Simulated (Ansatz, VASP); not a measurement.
# MgGa2S5: VASP beside Ansatz

```
Mg Ga S
1.0
     7.92638    0.00000    0.00000
    -3.96319    6.86445    0.00000
     0.00000    0.00000    4.75946
Mg Ga S
1 2 5
Cartesian
  0.0000 0.0000 0.0000
  0.0000 4.5763 2.3797
  3.9632 2.2881 2.3797
  0.0000 4.5763 0.0000
  -1.9816 3.4322 2.3797
  1.9816 3.4322 2.3797
  3.9632 0.0000 2.3797
  3.9632 2.2881 0.0000
```

Alike in both runs: task relaxation of cell and atoms; functional PBE; k mesh 6 × 6 × 8; occupations gaussian, width 0.1 eV; no spin polarisation.

|  | VASP | Ansatz |
| --- | --- | --- |
| version | VASP 6.6.1 | Ansatz 0.2.0 |
| potentials or method | VASP PAW PBE potentials, release 64 (Mg, Ga_d, S), cutoff 600 eV | scalar-relativistic, plane waves, PAW |
| valence electrons in the cell | 58 | 66 |

|  | VASP | Ansatz | Ansatz less VASP |
| --- | --- | --- | --- |
| gap on the k mesh at the Fermi level, each at its own relaxed structure (eV) | none | none | - |
| relaxed volume (Å³/atom) | 32.30 | 32.32 | +0.022 |
| relaxed cell length with the largest relative difference (Å) | 7.908 | 7.910 | +0.0024 |

A gap of «none» marks a metal or a gap that the smearing closes. VASP's potentials hold 58 valence electrons a cell and Ansatz's 66, so a difference there can come from the potentials and not from the codes.
